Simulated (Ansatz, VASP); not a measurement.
**One calculation of Be2Cd, two programs**

```
CELL_PARAMETERS angstrom
-1.31769 1.83927 4.31942
1.31769 -1.83927 4.31942
1.31769 1.83927 -4.31942
ATOMIC_POSITIONS crystal
Be 0.74551 0.24551 0.50000
Be 0.25449 0.75449 0.50000
Cd 0.00000 0.00000 0.00000
```

Alike in both runs: functional PBE; k mesh 22 × 22 × 22; occupations gaussian, width 0.1 eV; no spin polarisation.

Ansatz relaxed the structure, and its values are those at the end. VASP's run is a single point on that final structure, the one shown.

|  | VASP | Ansatz |
| --- | --- | --- |
| version | VASP 6.6.1 | Ansatz 0.2.0 |
| potentials or method | VASP PAW PBE potentials, release 64 (Be, Cd), cutoff 520 eV | scalar-relativistic, plane waves, PAW |
| valence electrons in the cell | 16 | 24 |

VASP gave:

* gap on the k mesh at the Fermi level (eV): none
* pressure (GPa): 0.4
* rms of the force components (eV/Å): 0.004

Q: What did Ansatz give for the same quantities?

A: gap on the k mesh at the Fermi level (eV): none; pressure (GPa): 0.0; rms of the force components (eV/Å): 0.001.

A gap of «none» marks a metal or a gap that the smearing closes. VASP's potentials hold 16 valence electrons a cell and Ansatz's 24, so a difference there can come from the potentials and not from the codes.
